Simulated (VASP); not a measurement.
# Ga2O3 (C2/m) in VASP: a series of runs

Aim: see how the results for Ga2O3 move with the level of theory and the settings. Levels: PBEsol, LDA. Tasks: single point.

Everything below comes from runs of VASP 6.6.1. Logs are shortened: lines on timing, memory, paths and dates and some standing lists are left out, and cuts for length are marked.

## 1. The cell of the first run

Symmetry: C2/m, No. 12, monoclinic system. The conventional cell has a = 12.278 Å, b = 3.047 Å, c = 5.811 Å, α = 90.00°, β = 103.72°, γ = 90.00°. Ga (site symmetry m) has 4 O at 1.84 to 1.87 Å within 2.4 Å. Ga (site symmetry m) has 6 O at 1.94 to 2.08 Å within 2.6 Å. Within 2.4 Å of O (site symmetry m) lie 3 Ga at 1.84 to 1.95 Å. Within 2.5 Å of O (site symmetry m) lie 4 Ga at 1.87 to 2.08 Å. Within 2.4 Å of O (site symmetry m) lie 3 Ga at 1.84 to 1.94 Å.

## 2. Single point, PBEsol

The input, INCAR:

```
SYSTEM = Ga2O3
PREC = Accurate
ENCUT = 520
EDIFF = 1E-6
ISMEAR = -1
SIGMA = 0.02
LREAL = .False.
LASPH = .True.
NELM = 100
ALGO = Normal
ISIF = 2
LWAVE = .False.
LCHARG = .True.
GGA = PS
LELF = .True.
LVHAR = .True.
NBANDS = 55
```

The input, KPOINTS:

```
regular mesh
0
Gamma
  8 8 4
  0 0 0
```

The input, POSCAR:

```
Ga2O3
1.0
    6.1391484030     -1.5236920924      0.0079910514
    6.1391484030      1.5236920924      0.0079910514
   -1.3859297259      0.0000000000      5.6430876809
Ga O
4 6
Direct
    0.0904607196      0.0904607196      0.7952302240
    0.9095392804      0.9095392804      0.2047697760
    0.6587713190      0.6587713190      0.3144461585
    0.3412286810      0.3412286810      0.6855538415
    0.1652306340      0.1652306340      0.1095026172
    0.8347693660      0.8347693660      0.8904973828
    0.1732451588      0.1732451588      0.5627906219
    0.8267548412      0.8267548412      0.4372093781
    0.4962844507      0.4962844507      0.2560100347
    0.5037155493      0.5037155493      0.7439899653
```

Potentials or basis: VASP PAW PBE potentials, release 64 (Ga_d, O).

Command:

```console
$ cat potpaw_PBE.64/Ga_d/POTCAR potpaw_PBE.64/O/POTCAR > POTCAR
$ mpirun -np 1 vasp_std > vasp.out
```

OUTCAR:

```text
SYSTEM = Ga2O3
   PREC = Accurate
   ENCUT = 520
   EDIFF = 1E-6
   ISMEAR = -1
   LREAL = .False.
   LASPH = .True.
   NELM = 100
   ISIF = 2
   GGA = PS

 ion  position               nearest neighbor table
   1  0.090  0.090  0.795-   5 1.84  10 1.84  10 1.84   7 1.87
   2  0.910  0.910  0.205-   6 1.84   9 1.84   9 1.84   8 1.87
   3  0.659  0.659  0.314-   9 1.94   5 1.95   5 1.95   8 2.02   7 2.08   7 2.08
   4  0.341  0.341  0.686-  10 1.94   6 1.95   6 1.95   7 2.02   8 2.08   8 2.08
   5  0.165  0.165  0.110-   1 1.84   3 1.95   3 1.95
   6  0.835  0.835  0.890-   2 1.84   4 1.95   4 1.95
   7  0.173  0.173  0.563-   1 1.87   4 2.02   3 2.08   3 2.08
   8  0.827  0.827  0.437-   2 1.87   3 2.02   4 2.08   4 2.08
   9  0.496  0.496  0.256-   2 1.84   2 1.84   3 1.94
  10  0.504  0.504  0.744-   1 1.84   1 1.84   4 1.94

  LATTYP: Found a base centered monoclinic cell.
 ALAT       =    12.2783072076
 B/A-ratio  =     0.2481925345
 C/A-ratio  =     0.4732563214
 COS(beta)  =    -0.2372455443

  Lattice vectors:

 A1 = (   6.1391484030,  -1.5236920924,   0.0079910514)
 A2 = (   6.1391484030,   1.5236920924,   0.0079910514)
 A3 = (  -1.3859297259,   0.0000000000,   5.6430876809)

Analysis of symmetry for initial positions (statically):
=====================================================================
 Subroutine PRICEL returns:
 Original cell was already a primitive cell.

 Routine SETGRP: Setting up the symmetry group for a
 base centered monoclinic supercell.

 Subroutine GETGRP returns: Found  4 space group operations
 (whereof  4 operations were pure point group operations)
 out of a pool of  4 trial point group operations.

The static configuration has the point symmetry C_2h.

Analysis of symmetry for dynamics (positions and initial velocities):
=====================================================================
 Subroutine PRICEL returns:
 Original cell was already a primitive cell.

 Routine SETGRP: Setting up the symmetry group for a
 base centered monoclinic supercell.

 Subroutine GETGRP returns: Found  4 space group operations
 (whereof  4 operations were pure point group operations)
 out of a pool of  4 trial point group operations.

The dynamic configuration has the point symmetry C_2h.

 Subroutine INISYM returns: Found  4 space group operations
 (whereof  4 operations are pure point group operations),
 and found     1 'primitive' translations

----------------------------------------------------------------------------------------

                                     Primitive cell

  volume of cell :     105.6066

  direct lattice vectors                    reciprocal lattice vectors
     6.139148403 -1.523692092  0.007991051     0.081418493 -0.328150289  0.019996200
     6.139148403  1.523692092  0.007991051     0.081418493  0.328150289  0.019996200
    -1.385929726  0.000000000  5.643087681    -0.000230590  0.000000000  0.177151318

  length of vectors
     6.325412600  6.325412600  5.810786503     0.338690760  0.338690760  0.177151468

  position of ions in fractional coordinates (direct lattice)
     0.090460720  0.090460720  0.795230224
     0.909539280  0.909539280  0.204769776
     0.658771319  0.658771319  0.314446158
     0.341228681  0.341228681  0.685553842
     0.165230634  0.165230634  0.109502617
     0.834769366  0.834769366  0.890497383
     0.173245159  0.173245159  0.562790622
     0.826754841  0.826754841  0.437209378
     0.496284451  0.496284451  0.256010035
     0.503715549  0.503715549  0.743989965

  ion indices of the primitive-cell ions
   primitive index   ion index
                 1           1
                 2           2
                 3           3
                 4           4
                 5           5
                 6           6
                 7           7
                 8           8
                 9           9
                10          10

----------------------------------------------------------------------------------------

 KPOINTS: regular mesh

Automatic generation of k-mesh.
 Grid dimensions read from file:
 generate k-points for:    8    8    4

 Generating k-lattice:

  Cartesian coordinates                     Fractional coordinates (reciprocal lattice)
     0.010177312 -0.041018786  0.002499525     0.125000000 -0.000000000  0.000000000
     0.010177312  0.041018786  0.002499525    -0.000000000  0.125000000  0.000000000
    -0.000057647  0.000000000  0.044287829     0.000000000  0.000000000  0.250000000

  Length of vectors
     0.042336345  0.042336345  0.044287867

  Shift w.r.t. Gamma in fractional coordinates (k-lattice)
     0.000000000  0.000000000  0.000000000

 Subroutine IBZKPT returns following result:
 ===========================================

 Found     78 irreducible k-points:

 Following reciprocal coordinates:
            Coordinates               Weight
  0.000000  0.000000  0.000000      1.000000
  0.125000  0.000000  0.000000      4.000000
  0.250000  0.000000  0.000000      4.000000
  0.375000 -0.000000 -0.000000      4.000000
  0.500000  0.000000  0.000000      2.000000
  0.125000  0.125000  0.000000      2.000000
[... 16 lines left out ...]
  0.125000 -0.000000  0.250000      4.000000
  0.250000 -0.000000  0.250000      4.000000
 [... further k-points ...]
   k-points           NKPTS =     78   k-points in BZ     NKDIM =     78   number of bands    NBANDS=     55
   number of dos      NEDOS =    301   number of ions     NIONS =     10
   total plane-waves  NPLWV = 110592
   dimension x,y,z NGX =    48 NGY =   48 NGZ =   48
   dimension x,y,z NGXF=    96 NGYF=   96 NGZF=   96
   ions per type =               4   6
   NGX,Y,Z   is equivalent  to a cutoff of  12.62, 12.62, 13.73 a.u.
   NGXF,Y,Z  is equivalent  to a cutoff of  25.23, 25.23, 27.47 a.u.
 SYSTEM =  Ga2O3
   PREC   = accura    normal or accurate (medium, high low for compatibility)
   ISTART =      0    job   : 0-new  1-cont  2-samecut
   ICHARG =      2    charge: 1-file 2-atom 10-const
   ISPIN  =      1    spin polarized calculation?
   LNONCOLLINEAR =      F non collinear calculations
   LSORBIT =      F    spin-orbit coupling
   LASPH  =      T    aspherical Exc in radial PAW
   ENCUT  =  520.0 eV  38.22 Ry    6.18 a.u.  11.76 11.76 10.80*2*pi/ulx,y,z
   NELM   =    100;   NELMIN=  2; NELMDL= -5     # of ELM steps
   EDIFF  = 0.1E-05   stopping-criterion for ELM
   LREAL  =      F    real-space projection
   EDIFFG = 0.1E-04   stopping-criterion for IOM
   NSW    =      0    number of steps for IOM
   IBRION =     -1    ionic relax: 0-MD 1-quasi-New 2-CG
   NFREE  =      0    steps in history (QN), initial steepest desc. (CG)
   ISIF   =      2    stress and relaxation
   ISYM   =      2    0-nonsym 1-usesym 2-fastsym
   POTIM  = 0.5000    time-step for ionic-motion
   TEBEG  =    0.0;   TEEND  =   0.0 temperature during run
   PSTRESS=    0.0 pullay stress
   NELECT =      88.0000    total number of electrons
   NUPDOWN=      -1.0000    fix difference up-down
   EMIN   =  10.00;   EMAX   =-10.00  energy-range for DOS
   EFERMI =   0.00;   METHOD = LEGACY
   ISMEAR =    -1;   SIGMA  =   0.02  broadening in eV -4-tet -1-fermi 0-gaus
   EFERMI_NEDOS =   21; number of points for ismear=-14 and -15
   IALGO  =     38    algorithm
   IMIX   =      4    mixing-type and parameters
     AMIX     =   0.40;   BMIX     =  1.00
     AMIX_MAG =   1.60;   BMIX_MAG =  1.00
  volume/ion in A,a.u.               =      10.56        71.27
  Fermi-wavevector in a.u.,A,eV,Ry     =   1.540537  2.911192 32.290075  2.373254
  Thomas-Fermi vector in A             =   2.646610
   LORBIT       =      0    0 simple, 1 ext, 2 COOP (PROOUT), +10 PAW based schemes
   GGA     = PS    functional components
   LHFCALC =     F    Hartree Fock is set to
   AEXX    =    0.0000 exact exchange contribution
   IVDW    =     0    specifies the selected vdW correction
   LEPSILON=     F    determine dielectric tensor
   LRPA    =     F    only Hartree local field effects (RPA)
 non-spin polarized calculation
  energy-cutoff  :      520.00
  volume of cell :      105.61
 maximum number of plane-waves:      2869
   NGX = 23   NGY = 23   NGZ = 21

 number of electron      88.0000013 magnetization

 Free energy of the ion-electron system (eV)
  ---------------------------------------------------
  ext. energy  EPLUGINS =         0.00000000
  ---------------------------------------------------
  free energy    TOTEN  =       -63.89529109 eV

  energy without entropy =      -63.89529109  energy(sigma->0) =      -63.89529109

 E-fermi :   4.1847     XC(G=0): -11.8579

 val. band max:        3.6639218924   @ k =   0.5000   0.3750   0.5000
 cond. band min:       5.8903503571   @ k =   0.0000   0.0000   0.0000
 fundamental gap:      2.2264284647
 Fermi energy:         4.1847201938

 k-point     1 :       0.0000    0.0000    0.0000
  band No.  band energies     occupation
      1     -15.1864      2.00000
      2     -13.9961      2.00000
      3     -13.9766      2.00000
      4     -13.8681      2.00000
      5     -13.3883      2.00000
      6     -13.3769      2.00000
[... 47 lines left out ...]
     54      15.8210      0.00000
     55      16.2008      0.00000

 k-point     2 :       0.1250    0.0000    0.0000
  band No.  band energies     occupation
      1     -15.0641      2.00000
      2     -13.9824      2.00000
      3     -13.9474      2.00000
      4     -13.7834      2.00000
      5     -13.3913      2.00000
      6     -13.3770      2.00000
[... 47 lines left out ...]
     54      14.9273      0.00000
     55      15.1186      0.00000
[... 1216 lines left out ...]
     54      15.1354      0.00000
     55      15.6293      0.00000

 k-point    24 :       0.2500   -0.0000    0.2500
  band No.  band energies     occupation
      1     -14.6244      2.00000
      2     -14.0453      2.00000
      3     -13.8811      2.00000
      4     -13.6180      2.00000
      5     -13.4408      2.00000
      6     -13.3488      2.00000
[... 47 lines left out ...]
     54      14.2419      0.00000
     55      15.5494      0.00000

 [... further k-points ...]

------------------------ aborting loop because EDIFF is reached ----------------------------------------

  FORCE on cell =-STRESS in cart. coord.  units (eV):
  Direction    XX          YY          ZZ          XY          YZ          ZX
  --------------------------------------------------------------------------------------
  -------------------------------------------------------------------------------------
  Total        0.1216973      0.2364486      0.1430121      0.0000000      0.0000000      0.0179725
  in kB        1.8462927      3.5872065      2.1696633      0.0000000      0.0000000      0.2726642
  external PRESSURE =       2.5343875 kB  Pullay stress =       0.0000000 kB

 VOLUME and BASIS-vectors are now :
 -----------------------------------------------------------------------------
  energy-cutoff  :      520.00
  volume of cell :      105.61
      direct lattice vectors                 reciprocal lattice vectors
     6.139148403 -1.523692092  0.007991051     0.081418493 -0.328150289  0.019996200
     6.139148403  1.523692092  0.007991051     0.081418493  0.328150289  0.019996200
    -1.385929726  0.000000000  5.643087681    -0.000230590  0.000000000  0.177151318

 POSITION                                       TOTAL-FORCE (eV/Angst)
 -----------------------------------------------------------------------------------
      0.00857      0.00000      4.48900         0.000455      0.000000      0.005610
     10.88380      0.00000      1.17007        -0.000455      0.000000     -0.005610
      7.65279      0.00000      1.78498        -0.011954      0.000000     -0.016942
      3.23958      0.00000      3.87409         0.011954      0.000000      0.016942
      1.87699      0.00000      0.62057         0.006842      0.000000     -0.019745
      9.01538      0.00000      5.03850        -0.006842      0.000000      0.019745
      1.34717      0.00000      3.17865        -0.016456      0.000000      0.012291
      9.54520      0.00000      2.48042         0.016456      0.000000     -0.012291
      5.73872      0.00000      1.45262        -0.006339      0.000000     -0.000053
      5.15365      0.00000      4.20645         0.006339      0.000000      0.000053
 -----------------------------------------------------------------------------------
    total drift:                                0.000000      0.000000      0.000000

  FREE ENERGIE OF THE ION-ELECTRON SYSTEM (eV)
  ---------------------------------------------------
  free  energy   TOTEN  =       -63.8952910911 eV

  energy  without entropy=      -63.8952910911  energy(sigma->0) =      -63.89529109
```

Run time: 15 min. Hardware: 1 thread of AMD EPYC 7R43 (Zen 3), shared host; peak memory 0.48 GiB.

Results:

```yaml
Free_energy: -63.8953 eV
Pressure: 0.3 GPa
Largest_force: 0.021 eV/Å
Band_gap_on_the_k_mesh: 2.23 eV, indirect (least direct gap 2.24 eV)
```

Forces in eV/Å, atoms in the order of the input:
```
Ga   0.000  0.000  0.006
Ga   0.000  0.000 -0.006
Ga  -0.012  0.000 -0.017
Ga   0.012  0.000  0.017
O    0.007  0.000 -0.020
O   -0.007  0.000  0.020
O   -0.016  0.000  0.012
O    0.016  0.000 -0.012
O   -0.006  0.000  0.000
O    0.006  0.000  0.000
```

Stress tensor (GPa, compression positive):
```
0.18 0.00 0.03
0.00 0.36 0.00
0.03 0.00 0.22
```

Caveat: the PAW data sets were made with another functional, which shifts forces and pressure a little.

## 3. Single point, LDA

This run uses another cell than the first one, of 10.22 Å³/atom, 0.968 times its volume.

The input, INCAR:

```
ALGO = Normal ; EDIFF = 1E-7
ENCUT = 520 ; GGA = CA
ISIF = 2 ; ISMEAR = -1
LASPH = True ; LCHARG = False
LREAL = False ; LWAVE = False
NBANDS = 55 ; NELM = 80
PREC = Accurate ; SIGMA = 0.02
```

The input, KPOINTS:

```
k-points
0
Gamma
  8 8 4
```

The input, POSCAR:

```
Ga2O3
1.0
    6.0682632454     -1.5078234854      0.0057412012
    6.0682632454      1.5078234854      0.0057412012
   -1.3719181862      0.0000000000      5.5852081993
Ga O
4 6
Direct
    0.0906683456      0.0906683456      0.7950114482
    0.9093316544      0.9093316544      0.2049885518
    0.6588938197      0.6588938197      0.3143083610
    0.3411061803      0.3411061803      0.6856916390
    0.1656598646      0.1656598646      0.1093064869
    0.8343401354      0.8343401354      0.8906935131
    0.1730898580      0.1730898580      0.5622294423
    0.8269101420      0.8269101420      0.4377705577
    0.4964470173      0.4964470173      0.2558532224
    0.5035529827      0.5035529827      0.7441467776
```

Potentials or basis: VASP PAW LDA potentials, release 64 (Ga_d, O).

Command:

```console
$ cat potpaw_LDA.64/Ga_d/POTCAR potpaw_LDA.64/O/POTCAR > POTCAR
$ mpirun -np 1 vasp_std > vasp.out
```

Wall time 14 min (1 thread of Intel Xeon Platinum 8259CL at 2.50GHz (Skylake/Cascade Lake), shared host); peak memory 0.46 GiB.

Results (log left out):

```
Free energy            : -68.2264 eV
Pressure               : 1.8 GPa
Largest force          : 0.067 eV/Å
Band gap on the k mesh : 2.51 eV, indirect (least direct gap 2.53 eV)
```

Forces in eV/Å, atoms in the order of the input:
```
Ga   0.028  0.000 -0.003
Ga  -0.028  0.000  0.003
Ga  -0.005  0.000  0.025
Ga   0.005  0.000 -0.025
O    0.058  0.000  0.025
O   -0.058  0.000 -0.025
O    0.016  0.000 -0.042
O   -0.016  0.000  0.042
O    0.063  0.000  0.025
O   -0.063  0.000 -0.025
```

Stress tensor (GPa, compression positive):
```
1.66 0.00 0.05
0.00 2.08 0.00
0.05 0.00 1.79
```

Levels at points of the mesh, in eV from the valence-band top:
| k point | band 41 | band 42 | band 43 | band 44 | band 45 | band 46 | band 47 | band 48 |
| --- | --- | --- | --- | --- | --- | --- | --- | --- |
| (0.00, 0.00, 0.00) | -0.69 | -0.51 | -0.29 | -0.02 | 2.51 | 5.69 | 6.64 | 6.82 |
| (0.50, 0.00, 0.00) | -0.78 | -0.75 | -0.48 | -0.12 | 5.58 | 6.55 | 7.28 | 7.48 |
| (0.50, 0.50, 0.00) | -0.70 | -0.68 | -0.42 | -0.16 | 4.63 | 4.91 | 5.68 | 6.62 |
| (0.00, 0.00, 0.50) | -0.72 | -0.66 | -0.49 | -0.31 | 4.87 | 4.96 | 6.80 | 7.21 |
| (0.50, 0.00, 0.50) | -1.16 | -1.12 | -0.77 | -0.69 | 6.93 | 6.95 | 7.84 | 8.00 |
| (0.50, 0.50, 0.50) | -0.67 | -0.62 | -0.61 | -0.01 | 5.28 | 5.35 | 6.32 | 6.61 |

A k mesh can miss the band edges. As with any semilocal functional, this LDA gap is likely too small.
